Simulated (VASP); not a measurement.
# Cd (P6/mmm) in VASP: notebook

Cd is run at these levels: PBE; tasks: single point.

Program: VASP 6.6.1. These are calculated values, not measurements. Logs are shortened: lines on timing, memory, paths and dates and some standing lists are left out, and cuts for length are marked.

## (1) The cell of the first run

It takes space group P6/mmm (No. 191, hexagonal). Conventional cell: a = 2.945 Å, b = 2.945 Å, c = 2.965 Å, α = 90.00°, β = 90.00°, γ = 120.00°. Within 3.9 Å of Cd (site symmetry 6/mmm) lie 8 Cd at 2.94 to 2.96 Å.

This isn't the form of Cd at room conditions, which is hcp.

## (2) Single point, PBE

The input, INCAR:

```
ALGO = Normal
EDIFF = 1E-6
ENCUT = 520
GGA = PE
ISIF = 2
ISMEAR = -1
LASPH = True
LCHARG = False
LREAL = False
LWAVE = False
NBANDS = 12
NELM = 100
PREC = Accurate
SIGMA = 0.05
```

The input, KPOINTS:

```
k-points
0
Gamma
  15 15 14
```

The input, POSCAR:

```
Cd
1.0
    2.9446152171      0.0000000000      0.0000000000
   -1.4723076086      2.5501115824      0.0000000000
    0.0000000000      0.0000000000      2.9648595553
Cd
1
Direct
    0.0000000000      0.0000000000      0.0000000000
```

Potentials or basis: VASP PAW PBE potentials, release 64 (Cd).

Run with:

```sh
> cat potpaw_PBE.64/Cd/POTCAR > POTCAR
> mpirun -np 1 vasp_std > vasp.out
```

OUTCAR:

```text
EDIFF = 1E-6
   ENCUT = 520
   GGA = PE
   ISIF = 2
   ISMEAR = -1
   LASPH = True
   LREAL = False
   NELM = 100
   PREC = Accurate

 ion  position               nearest neighbor table
   1  0.000  0.000  0.000-

  LATTYP: Found a hexagonal cell.
 ALAT       =     2.9446152171
 C/A-ratio  =     1.0068750369

  Lattice vectors:

 A1 = (   2.9446152171,   0.0000000000,   0.0000000000)
 A2 = (  -1.4723076086,   2.5501115824,   0.0000000000)
 A3 = (   0.0000000000,   0.0000000000,   2.9648595553)

Analysis of symmetry for initial positions (statically):
=====================================================================
 Subroutine PRICEL returns:
 Original cell was already a primitive cell.

 Routine SETGRP: Setting up the symmetry group for a
 hexagonal supercell.

 Subroutine GETGRP returns: Found 24 space group operations
 (whereof 24 operations were pure point group operations)
 out of a pool of 24 trial point group operations.

The static configuration has the point symmetry D_6h.

Analysis of symmetry for dynamics (positions and initial velocities):
=====================================================================
 Subroutine PRICEL returns:
 Original cell was already a primitive cell.

 Routine SETGRP: Setting up the symmetry group for a
 hexagonal supercell.

 Subroutine GETGRP returns: Found 24 space group operations
 (whereof 24 operations were pure point group operations)
 out of a pool of 24 trial point group operations.

The dynamic configuration has the point symmetry D_6h.

 Subroutine INISYM returns: Found 24 space group operations
 (whereof 24 operations are pure point group operations),
 and found     1 'primitive' translations

----------------------------------------------------------------------------------------

                                     Primitive cell

  volume of cell :      22.2634

  direct lattice vectors                    reciprocal lattice vectors
     2.944615217  0.000000000  0.000000000     0.339602945  0.196069852  0.000000000
    -1.472307609  2.550111582  0.000000000     0.000000000  0.392139704  0.000000000
     0.000000000  0.000000000  2.964859555     0.000000000  0.000000000  0.337284104

  length of vectors
     2.944615217  2.944615217  2.964859555     0.392139704  0.392139704  0.337284104

  position of ions in fractional coordinates (direct lattice)
     0.000000000  0.000000000  0.000000000

  ion indices of the primitive-cell ions
   primitive index   ion index
                 1           1

----------------------------------------------------------------------------------------

 KPOINTS: k-points

Automatic generation of k-mesh.
 Grid dimensions read from file:
 generate k-points for:   15   15   14

 Generating k-lattice:

  Cartesian coordinates                     Fractional coordinates (reciprocal lattice)
     0.022640196  0.013071323  0.000000000     0.066666667  0.000000000  0.000000000
     0.000000000  0.026142647  0.000000000     0.000000000  0.066666667  0.000000000
     0.000000000  0.000000000  0.024091722     0.000000000  0.000000000  0.071428571

  Length of vectors
     0.026142647  0.026142647  0.024091722

  Shift w.r.t. Gamma in fractional coordinates (k-lattice)
     0.000000000  0.000000000  0.000000000

 Subroutine IBZKPT returns following result:
 ===========================================

 Found    216 irreducible k-points:

 Following reciprocal coordinates:
            Coordinates               Weight
  0.000000  0.000000  0.000000      1.000000
  0.066667 -0.000000  0.000000      6.000000
  0.133333 -0.000000  0.000000      6.000000
  0.200000  0.000000  0.000000      6.000000
  0.266667 -0.000000  0.000000      6.000000
  0.333333 -0.000000  0.000000      6.000000
[... 16 lines left out ...]
  0.333333  0.200000  0.000000     12.000000
  0.400000  0.200000  0.000000      6.000000
 [... further k-points ...]
   k-points           NKPTS =    216   k-points in BZ     NKDIM =    216   number of bands    NBANDS=     12
   number of dos      NEDOS =    301   number of ions     NIONS =      1
   total plane-waves  NPLWV =  13824
   dimension x,y,z NGX =    24 NGY =   24 NGZ =   24
   dimension x,y,z NGXF=    48 NGYF=   48 NGZF=   48
   ions per type =               1
   NGX,Y,Z   is equivalent  to a cutoff of  13.55, 13.55, 13.46 a.u.
   NGXF,Y,Z  is equivalent  to a cutoff of  27.10, 27.10, 26.91 a.u.
 SYSTEM =  unknown system
   PREC   = accura    normal or accurate (medium, high low for compatibility)
   ISTART =      0    job   : 0-new  1-cont  2-samecut
   ICHARG =      2    charge: 1-file 2-atom 10-const
   ISPIN  =      1    spin polarized calculation?
   LNONCOLLINEAR =      F non collinear calculations
   LSORBIT =      F    spin-orbit coupling
   LASPH  =      T    aspherical Exc in radial PAW
   ENCUT  =  520.0 eV  38.22 Ry    6.18 a.u.   5.48  5.48  5.51*2*pi/ulx,y,z
   NELM   =    100;   NELMIN=  2; NELMDL= -5     # of ELM steps
   EDIFF  = 0.1E-05   stopping-criterion for ELM
   LREAL  =      F    real-space projection
[... 7 lines left out ...]
   TEBEG  =    0.0;   TEEND  =   0.0 temperature during run
   PSTRESS=    0.0 pullay stress
   NELECT =      12.0000    total number of electrons
   NUPDOWN=      -1.0000    fix difference up-down
   EMIN   =  10.00;   EMAX   =-10.00  energy-range for DOS
   EFERMI =   0.00;   METHOD = LEGACY
   ISMEAR =    -1;   SIGMA  =   0.05  broadening in eV -4-tet -1-fermi 0-gaus
   EFERMI_NEDOS =   21; number of points for ismear=-14 and -15
   IALGO  =     38    algorithm
   IMIX   =      4    mixing-type and parameters
     AMIX     =   0.40;   BMIX     =  1.00
     AMIX_MAG =   1.60;   BMIX_MAG =  1.00
  volume/ion in A,a.u.               =      22.26       150.24
  Fermi-wavevector in a.u.,A,eV,Ry     =   1.332308  2.517697 24.150947  1.775045
  Thomas-Fermi vector in A             =   2.461253
   LORBIT       =      0    0 simple, 1 ext, 2 COOP (PROOUT), +10 PAW based schemes
   GGA     = PE    functional components
   LHFCALC =     F    Hartree Fock is set to
   AEXX    =    0.0000 exact exchange contribution
   IVDW    =     0    specifies the selected vdW correction
   LEPSILON=     F    determine dielectric tensor
   LRPA    =     F    only Hartree local field effects (RPA)
 non-spin polarized calculation
  energy-cutoff  :      520.00
  volume of cell :       22.26
 maximum number of plane-waves:       623
 NGX is ok and might be reduce to    24

 number of electron      12.0000005 magnetization

 Free energy of the ion-electron system (eV)
  ---------------------------------------------------
  ext. energy  EPLUGINS =         0.00000000
  ---------------------------------------------------
  free energy    TOTEN  =        -0.62510395 eV

  energy without entropy =       -0.62231989  energy(sigma->0) =       -0.62371192

 E-fermi :   2.6616     XC(G=0): -10.8233

 val. band max:        2.6345255957   @ k =   0.2667   0.2000   0.5000
 cond. band min:       2.6811317802   @ k =   0.4000   0.2000   0.2143
 fundamental gap:      0.0466061845
 Fermi energy:         2.6616427817

 k-point     1 :       0.0000    0.0000    0.0000
  band No.  band energies     occupation
      1      -7.3400      2.00000
      2      -6.5279      2.00000
      3      -6.5279      2.00000
      4      -5.9605      2.00000
      5      -5.6472      2.00000
      6      -5.6472      2.00000
      7      11.5564      0.00000
      8      15.8302      0.00000
      9      17.3476      0.00000
     10      17.8191      0.00000
     11      17.8191      0.00000
     12      21.2272      0.00000

 k-point     2 :       0.0667   -0.0000    0.0000
  band No.  band energies     occupation
      1      -7.3072      2.00000
      2      -6.5504      2.00000
      3      -6.4841      2.00000
      4      -5.8532      2.00000
      5      -5.6760      2.00000
      6      -5.6530      2.00000
      7      11.7121      0.00000
      8      15.8435      0.00000
      9      16.1886      0.00000
     10      17.1685      0.00000
     11      17.3810      0.00000
     12      22.0023      0.00000

 k-point     3 :       0.1333   -0.0000    0.0000
  band No.  band energies     occupation
      1      -7.2283      2.00000
      2      -6.6195      2.00000
      3      -6.3585      2.00000
      4      -5.7560      2.00000
      5      -5.6694      2.00000
      6      -5.5076      2.00000
      7      12.1701      0.00000
      8      13.6667      0.00000
      9      15.9601      0.00000
     10      15.9741      0.00000
     11      17.1010      0.00000
     12      23.5651      0.00000
[... 286 lines left out ...]
 k-point    23 :       0.3333    0.2000    0.0000
  band No.  band energies     occupation
      1      -6.9138      2.00000
      2      -6.6692      2.00000
      3      -6.1741      2.00000
      4      -5.9101      2.00000
      5      -5.9033      2.00000
      6       0.2132      2.00000
      7       3.7455      0.00000
      8       7.1728      0.00000
      9      17.8468      0.00000
     10      18.0234      0.00000
     11      21.4352      0.00000
     12      22.1377      0.00000

 k-point    24 :       0.4000    0.2000    0.0000
  band No.  band energies     occupation
      1      -6.9268      2.00000
      2      -6.6432      2.00000
      3      -6.1848      2.00000
      4      -5.9175      2.00000
      5      -5.8884      2.00000
      6       1.7142      2.00000
      7       2.0654      1.99999
      8       7.0272      0.00000
      9      18.3081      0.00000
     10      18.6065      0.00000
     11      21.1402      0.00000
     12      21.2902      0.00000

 [... further k-points ...]

------------------------ aborting loop because EDIFF is reached ----------------------------------------

  FORCE on cell =-STRESS in cart. coord.  units (eV):
  Direction    XX          YY          ZZ          XY          YZ          ZX
  --------------------------------------------------------------------------------------
  -------------------------------------------------------------------------------------
  Total        0.9033075      0.9033075      0.8872425     -0.0000000      0.0000000      0.0000000
  in kB       65.0061315     65.0061315     63.8500253     -0.0000000      0.0000000      0.0000000
  external PRESSURE =      64.6207628 kB  Pullay stress =       0.0000000 kB

 VOLUME and BASIS-vectors are now :
 -----------------------------------------------------------------------------
  energy-cutoff  :      520.00
  volume of cell :       22.26
      direct lattice vectors                 reciprocal lattice vectors
     2.944615217  0.000000000  0.000000000     0.339602945  0.196069852  0.000000000
    -1.472307609  2.550111582  0.000000000     0.000000000  0.392139704  0.000000000
     0.000000000  0.000000000  2.964859555     0.000000000  0.000000000  0.337284104

 POSITION                                       TOTAL-FORCE (eV/Angst)
 -----------------------------------------------------------------------------------
      0.00000      0.00000      0.00000         0.000000      0.000000      0.000000
 -----------------------------------------------------------------------------------
    total drift:                                0.000000      0.000000      0.000000

  FREE ENERGIE OF THE ION-ELECTRON SYSTEM (eV)
  ---------------------------------------------------
  free  energy   TOTEN  =        -0.6251039454 eV

  energy  without entropy=       -0.6223198939  energy(sigma->0) =       -0.62371192
```

Wall time 12 s (1 thread of Intel Xeon 6975P-C (Granite Rapids), shared host); peak memory 0.17 GiB.

What came out:

```
Free energy            : -0.6251 eV
Pressure               : 6.5 GPa
Band gap on the k mesh : zero (bands 6 and 7 overlap by 6.62 eV)
```

Levels at points of the mesh, in eV from the Fermi level:
```
           k point  band 3  band 4  band 5  band 6  band 7  band 8  band 9  band 10
(0.00, 0.00, 0.00)   -9.19   -8.62   -8.31   -8.31    8.89   13.17   14.69    15.16
(0.00, 0.00, 0.50)   -9.12   -8.67   -8.67   -3.49   -3.01   17.25   18.72    19.72
```

Caveat: the cell stands under pressure.

## (3) Single point, PBE

This run uses another cell than the first one: it holds 3 atoms, not 1.

The input, INCAR:

```
SYSTEM = Cd
ALGO = Normal ; EDIFF = 1E-6
ENCUT = 520 ; GGA = PE
ISIF = 2 ; ISMEAR = -1
LASPH = .True. ; LCHARG = .False.
LREAL = .False. ; LWAVE = .False.
NBANDS = 25 ; NELM = 60
PREC = Accurate ; SIGMA = 0.05
```

The input, KPOINTS:

```
k-points
0
Gamma
  8 8 10
  0 0 0
```

The input, POSCAR:

```
Cd
1.0
    4.9534823187      0.0000000000      0.0000000000
   -2.4767411593      4.2898415252      0.0000000000
    0.0000000000      0.0000000000      2.9678339871
Cd
3
Direct
    0.0000000000      0.0000000000      0.0000000000
    0.3333333333      0.6666666667      0.5000000000
    0.6666666667      0.3333333333      0.5000000000
```

Potentials or basis: VASP PAW PBE potentials, release 64 (Cd).

Run with:

```sh
> cat potpaw_PBE.64/Cd/POTCAR > POTCAR
> mpirun -np 1 vasp_std > vasp.out
```

Wall time 24 s (1 thread of Intel Xeon 6975P-C (Granite Rapids), shared host); peak memory 0.22 GiB.

It converged, with:

```
Free energy            : -1.9237 eV
Pressure               : 6.5 GPa
Band gap on the k mesh : zero (bands 18 and 19 overlap by 4.50 eV)
```

Levels at points of the mesh, in eV from the Fermi level:
```tsv
k point	band 15	band 16	band 17	band 18	band 19	band 20	band 21	band 22
(0.00, 0.00, 0.00)	-8.46	-8.46	0.35	0.57	0.73	0.73	0.75	0.75
(0.50, 0.00, 0.00)	-8.42	-6.65	-6.56	-2.43	-1.03	7.04	7.04	7.67
(0.00, 0.00, 0.50)	-8.21	-3.89	-3.76	3.47	3.69	3.69	3.89	4.81
(0.50, 0.00, 0.50)	-8.31	-2.36	-1.73	-1.28	-0.79	2.42	2.47	3.01
```

Caveat: the cell stands under pressure.
